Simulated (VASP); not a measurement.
# TaGe3Ru (Cmmm) in VASP: a series of runs

The runs below take TaGe3Ru through single point, relaxation of cell and atoms, with PBE.

All numbers are computed with VASP 6.6.1; they aren't measurements. Logs are shortened: lines on timing, memory, paths and dates and some standing lists are left out, and cuts for length are marked.

## Step 1: The cell of the first run

Symmetry: Cmmm, No. 65, orthorhombic system. Conventional cell: a = 5.200 Å, b = 5.590 Å, c = 6.530 Å, α = 90.00°, β = 90.00°, γ = 90.00°. Ta (site symmetry mmm) has 12 Ge at 2.60 to 3.36 Å and 2 Ru at 3.27 Å within 3.4 Å. Within 2.5 Å of Ge (site symmetry mm2) lie 1 Ge at 1.87 Å. Ge (site symmetry mmm) has 2 Ge at 1.87 Å and 2 Ta at 2.60 Å within 2.6 Å. Within 3.9 Å of Ru (site symmetry mmm) lie 8 Ge at 2.95 to 3.12 Å and 2 Ta at 3.27 Å and 4 Ru at 3.82 Å.

The cell was generated, and may not be a known phase.

## Step 2: Single point, PBE

The input, INCAR:

```
PREC = Accurate
ENCUT = 520
EDIFF = 1E-6
ISMEAR = 0
SIGMA = 0.1
LREAL = False
LASPH = True
NELM = 60
ALGO = Normal
ISIF = 2
LWAVE = False
LCHARG = True
GGA = PE
LELF = True
LVHAR = True
NBANDS = 42
```

The input, KPOINTS:

```
regular mesh
0
Gamma
  4 4 4
```

The input, POSCAR:

```
TaGe3Ru
1.0
    2.5998099600     -2.7949291700      0.0000000000
    2.5998099600      2.7949291700      0.0000000000
    0.0000000000      0.0000000000      6.5301958500
Ta Ge Ru
1 3 1
Direct
    0.5000000000      0.5000000000      0.5000000000
    0.0000000000      0.0000000000      0.7866975800
    0.0000000000      0.0000000000      0.2133024200
    0.0000000000      0.0000000000      0.5000000000
    0.5000000000      0.5000000000      0.0000000000
```

Potentials or basis: VASP PAW PBE potentials, release 64 (Ta_pv, Ge_d, Ru_pv).

Command:

```bash
> cat potpaw_PBE.64/Ta_pv/POTCAR potpaw_PBE.64/Ge_d/POTCAR potpaw_PBE.64/Ru_pv/POTCAR > POTCAR
> mpirun -np 1 vasp_std > vasp.out
```

OUTCAR:

```text
PREC = Accurate
   ENCUT = 520
   EDIFF = 1E-6
   ISMEAR = 0
   LREAL = False
   LASPH = True
   NELM = 60
   ISIF = 2
   GGA = PE

 ion  position               nearest neighbor table
   1  0.500  0.500  0.500-   4 2.60   4 2.60   4 2.79   4 2.79   2 3.20   2 3.20   3 3.20   3 3.20
                             5 3.27   5 3.27
   2  0.000  0.000  0.787-   4 1.87   3 2.79   5 2.95   5 2.95   5 3.12   5 3.12   1 3.20   1 3.20

   3  0.000  0.000  0.213-   4 1.87   2 2.79   5 2.95   5 2.95   5 3.12   5 3.12   1 3.20   1 3.20

   4  0.000  0.000  0.500-   2 1.87   3 1.87   1 2.60   1 2.60   1 2.79   1 2.79
   5  0.500  0.500  0.000-   2 2.95   3 2.95   2 2.95   3 2.95   2 3.12   3 3.12   2 3.12   3 3.12
                             1 3.27   1 3.27

  LATTYP: Found a base centered orthorhombic cell.
 ALAT       =     5.1996199200
 B/A-ratio  =     1.0750513357
 C/A-ratio  =     1.2558986908

  Lattice vectors:

 A1 = (   2.5998099600,  -2.7949291700,   0.0000000000)
 A2 = (   2.5998099600,   2.7949291700,   0.0000000000)
 A3 = (   0.0000000000,   0.0000000000,   6.5301958500)

Analysis of symmetry for initial positions (statically):
=====================================================================
 Subroutine PRICEL returns:
 Original cell was already a primitive cell.

 Routine SETGRP: Setting up the symmetry group for a
 base centered orthorhombic supercell.

 Subroutine GETGRP returns: Found  8 space group operations
 (whereof  8 operations were pure point group operations)
 out of a pool of  8 trial point group operations.

The static configuration has the point symmetry D_2h.

Analysis of symmetry for dynamics (positions and initial velocities):
=====================================================================
 Subroutine PRICEL returns:
 Original cell was already a primitive cell.

 Routine SETGRP: Setting up the symmetry group for a
 base centered orthorhombic supercell.

 Subroutine GETGRP returns: Found  8 space group operations
 (whereof  8 operations were pure point group operations)
 out of a pool of  8 trial point group operations.

The dynamic configuration has the point symmetry D_2h.

 Subroutine INISYM returns: Found  8 space group operations
 (whereof  8 operations are pure point group operations),
 and found     1 'primitive' translations

[... 95 lines left out ...]
   NELM   =     60;   NELMIN=  2; NELMDL= -5     # of ELM steps
   EDIFF  = 0.1E-05   stopping-criterion for ELM
   LREAL  =      F    real-space projection
   EDIFFG = 0.1E-04   stopping-criterion for IOM
   NSW    =      0    number of steps for IOM
   IBRION =     -1    ionic relax: 0-MD 1-quasi-New 2-CG
   NFREE  =      0    steps in history (QN), initial steepest desc. (CG)
   ISIF   =      2    stress and relaxation
   ISYM   =      2    0-nonsym 1-usesym 2-fastsym
   POTIM  = 0.5000    time-step for ionic-motion
   TEBEG  =    0.0;   TEEND  =   0.0 temperature during run
   PSTRESS=    0.0 pullay stress
   NELECT =      67.0000    total number of electrons
   NUPDOWN=      -1.0000    fix difference up-down
   EMIN   =  10.00;   EMAX   =-10.00  energy-range for DOS
   EFERMI =   0.00;   METHOD = LEGACY
   ISMEAR =     0;   SIGMA  =   0.10  broadening in eV -4-tet -1-fermi 0-gaus
   EFERMI_NEDOS =   21; number of points for ismear=-14 and -15
   IALGO  =     38    algorithm
   IMIX   =      4    mixing-type and parameters
     AMIX     =   0.40;   BMIX     =  1.00
     AMIX_MAG =   1.60;   BMIX_MAG =  1.00
  volume/ion in A,a.u.               =      18.98       128.08
  Fermi-wavevector in a.u.,A,eV,Ry     =   1.457729  2.754709 28.912038  2.124975
  Thomas-Fermi vector in A             =   2.574497
   LORBIT       =      0    0 simple, 1 ext, 2 COOP (PROOUT), +10 PAW based schemes
   GGA     = PE    functional components
   LHFCALC =     F    Hartree Fock is set to
   AEXX    =    0.0000 exact exchange contribution
   IVDW    =     0    specifies the selected vdW correction
   LEPSILON=     F    determine dielectric tensor
   LRPA    =     F    only Hartree local field effects (RPA)
 non-spin polarized calculation
 Gauss-broadening in eV      SIGMA  =   0.10
  energy-cutoff  :      520.00
  volume of cell :       94.90
 maximum number of plane-waves:      2576
   NGX = 15   NGY = 15   NGZ = 25

 number of electron      66.9999981 magnetization

 Free energy of the ion-electron system (eV)
  ---------------------------------------------------
  ext. energy  EPLUGINS =         0.00000000
  ---------------------------------------------------
  free energy    TOTEN  =       -24.73870763 eV

  energy without entropy =      -24.70291204  energy(sigma->0) =      -24.72080984

 E-fermi :   6.6687     XC(G=0): -11.5088

 val. band max:        6.6645614388   @ k =   0.5000   0.5000   0.0000
 cond. band min:       6.6696754001   @ k =   0.5000  -0.0000   0.0000
 fundamental gap:      0.0051139613
 Fermi energy:         6.6687451132

 k-point     1 :       0.0000    0.0000    0.0000
  band No.  band energies     occupation
      1     -35.3630      2.00000
      2     -35.3351      2.00000
      3     -35.3133      2.00000
      4     -28.7851      2.00000
      5     -28.7513      2.00000
      6     -28.6773      2.00000
[... 934 lines left out ...]
     41       9.3633      0.00000
     42      10.9170      0.00000

------------------------ aborting loop because EDIFF is reached ----------------------------------------

  FORCE on cell =-STRESS in cart. coord.  units (eV):
  Direction    XX          YY          ZZ          XY          YZ          ZX
  --------------------------------------------------------------------------------------
  -------------------------------------------------------------------------------------
  Total       -9.1275731    -11.3418976     49.4801463      0.0000000      0.0000000      0.0000000
  in kB     -154.0981021   -191.4818837    835.3585946      0.0000000      0.0000000      0.0000000
  external PRESSURE =     163.2595363 kB  Pullay stress =       0.0000000 kB

 VOLUME and BASIS-vectors are now :
 -----------------------------------------------------------------------------
  energy-cutoff  :      520.00
  volume of cell :       94.90
      direct lattice vectors                 reciprocal lattice vectors
     2.599809960 -2.794929170  0.000000000     0.192321750 -0.178895410  0.000000000
     2.599809960  2.794929170  0.000000000     0.192321750  0.178895410  0.000000000
     0.000000000  0.000000000  6.530195850     0.000000000  0.000000000  0.153134764

 POSITION                                       TOTAL-FORCE (eV/Angst)
 -----------------------------------------------------------------------------------
      2.59981      0.00000      3.26510         0.000000     -0.000000      0.000000
      0.00000      0.00000      5.13729        -0.000000     -0.000000     15.666210
      0.00000      0.00000      1.39291         0.000000     -0.000000    -15.666210
      0.00000      0.00000      3.26510         0.000000     -0.000000      0.000000
      2.59981      0.00000      0.00000         0.000000      0.000000      0.000000
 -----------------------------------------------------------------------------------
    total drift:                                0.000000      0.000000      0.000000

  FREE ENERGIE OF THE ION-ELECTRON SYSTEM (eV)
  ---------------------------------------------------
  free  energy   TOTEN  =       -24.7387076321 eV

  energy  without entropy=      -24.7029120404  energy(sigma->0) =      -24.72080984
```

Run time: 3 min. Hardware: 1 thread of Intel Xeon 8259CL, shared host; peak memory 0.24 GiB.

What came out:

| Item | Value |
| --- | --- |
| Free energy | -24.7387 eV |
| Pressure | 16.3 GPa |
| Largest force | 15.666 eV/Å |
| Band gap on the k mesh | zero (an odd number of electrons rules out a gap without spin polarisation) |

Forces on the atoms (eV/Å):
```
Ta    0.000   0.000   0.000
Ge    0.000   0.000  15.666
Ge    0.000   0.000 -15.666
Ge    0.000   0.000   0.000
Ru    0.000   0.000   0.000
```

Stress tensor (GPa, compression positive):
```
-15.41   0.00   0.00
  0.00 -19.15   0.00
  0.00   0.00  83.54
```

Levels at points of the mesh, in eV from the Fermi level:
```
           k point  band 29  band 30  band 31  band 32  band 33  band 34  band 35  band 36  band 37  band 38
(0.00, 0.00, 0.00)    -2.15    -1.53    -1.51    -0.75    -0.21     0.07     0.44     0.70     0.71     1.83
(0.50, 0.00, 0.00)    -1.90    -1.60    -1.55    -1.07     0.00     0.50     0.92     1.17     2.01     2.84
(0.50, 0.50, 0.00)    -2.51    -0.25    -0.10    -0.09     0.00     0.14     0.18     0.54     1.14     1.54
(0.00, 0.00, 0.50)    -1.70    -1.43    -0.99    -0.72    -0.71    -0.40    -0.40    -0.29     0.38     2.00
(0.50, 0.00, 0.50)    -1.97    -1.46    -1.38    -0.81    -0.07     0.35     0.41     0.84     1.15     2.64
(0.50, 0.50, 0.50)    -2.80    -1.23    -1.21    -1.16    -0.93    -0.09     0.97     0.97     1.04     1.24
```

Caveat: the k points lie up to 0.41 Å⁻¹ apart, too coarse for converged energies and pressures of a metal; spin-orbit coupling is left out, which moves the levels of the heavy elements; an odd number of electrons without spin polarisation forces a metal; a magnetic or distorted state may lie lower.

## Step 3: Relaxation of cell and atoms, PBE

The input, INCAR:

```
  PREC = Accurate
  ENCUT = 600
  EDIFF = 1E-7
  ISMEAR = 0
  SIGMA = 0.1
  LREAL = F
  LASPH = T
  NELM = 80
  ALGO = Normal
  ISIF = 3
  LWAVE = F
  LCHARG = F
  GGA = PE
  IBRION = 2
  NSW = 90
  EDIFFG = -0.04
```

The input, KPOINTS:

```
Automatic mesh
0
Gamma
  4 4 4
```

POSCAR is that of step 2.

Potentials or basis: VASP PAW PBE potentials, release 64 (Ta_pv, Ge_d, Ru_pv).

Command:

```bash
> cat potpaw_PBE.64/Ta_pv/POTCAR potpaw_PBE.64/Ge_d/POTCAR potpaw_PBE.64/Ru_pv/POTCAR > POTCAR
> mpirun -np 1 vasp_std > vasp.out
```

Wall time 33 min (1 thread of Intel Xeon 8259CL, shared host); peak memory 0.29 GiB.

It converged, with:

```
Free energy                           : -31.5603 eV
Relaxed volume                        : 18.63 Å³/atom
Relaxed cell                          : a = 3.479 Å, b = 3.479 Å, c = 7.697 Å, α = 90.00°, β = 90.00°, γ = 89.97°
Space group after relaxing (to 0.1 Å) : P4/mmm (No. 123)
Energy gained by relaxing             : 1364.2 meV/atom
Ionic steps                           : 11
Pressure after relaxing               : -0.1 GPa
Largest force after relaxing          : 0.031 eV/Å
Band gap on the k mesh                : zero (an odd number of electrons rules out a gap without spin polarisation)
```

Forces on the atoms (eV/Å):
```
Ta   0.000  0.000  0.000
Ge   0.000  0.000 -0.031
Ge   0.000  0.000  0.031
Ge   0.000  0.000  0.000
Ru   0.000  0.000  0.000
```

Stress tensor (GPa, compression positive):
```
-0.17  0.00  0.00
 0.00 -0.03  0.00
 0.00  0.00  0.04
```

Step by step:
```tsv
step	energy change (eV)	largest force (eV/Å)	pressure (GPa)	volume (Å³)
1	0.0000	15.6638	16.38	94.90
2	-2.0013	15.8243	17.51	113.97
3	-5.8216	3.1496	-7.06	104.51
4	-5.8672	2.8811	-7.43	104.11
5	-5.9925	1.4857	-8.64	101.69
6	-6.6844	0.8347	6.61	88.93
7	-6.7217	0.9070	2.91	90.97
8	-6.8199	0.0068	0.19	93.03
9	-6.8206	0.0624	0.34	92.88
10	-6.8211	0.0176	-0.24	93.29
11	-6.8212	0.0307	-0.05	93.17
```

Final structure:
```
Ta Ge Ru
1.0
     2.46079   -2.45934    0.00000
     2.46079    2.45934    0.00000
     0.00000    0.00000    7.69739
Ta Ge Ru
1 3 1
Direct
  0.50000 0.50000 0.50000
  0.00000 0.00000 0.83364
  0.00000 0.00000 0.16636
  0.00000 0.00000 0.50000
  0.50000 0.50000 0.00000
```

Levels at points of the mesh, in eV from the Fermi level:
```
           k point  band 31  band 32  band 33  band 34  band 35  band 36  band 37  band 38
(0.00, 0.00, 0.00)    -1.00     0.39     0.47     0.47     0.65     0.76     0.76     1.90
(0.50, 0.00, 0.00)    -1.94    -0.93    -0.01     0.01     0.57     1.19     1.36     2.21
(0.50, 0.50, 0.00)    -1.53    -0.97    -0.93    -0.93    -0.06     0.75     0.83     2.42
(0.00, 0.00, 0.50)    -0.86     0.18     0.19     0.25     0.65     1.23     1.23     2.13
(0.50, 0.00, 0.50)    -1.77    -0.91     0.00     0.01     1.14     1.44     1.94     2.35
(0.50, 0.50, 0.50)    -2.03    -1.05    -0.42    -0.41    -0.15    -0.06     1.59     2.19
```

Caveat: the k points lie up to 0.45 Å⁻¹ apart in the final cell, too coarse for converged energies and pressures of a metal; a cell axis changed by over 15 % at a fixed basis, so the end point is rough; spin-orbit coupling is left out, which moves the levels of the heavy elements; an odd number of electrons without spin polarisation forces a metal; a magnetic or distorted state may lie lower.
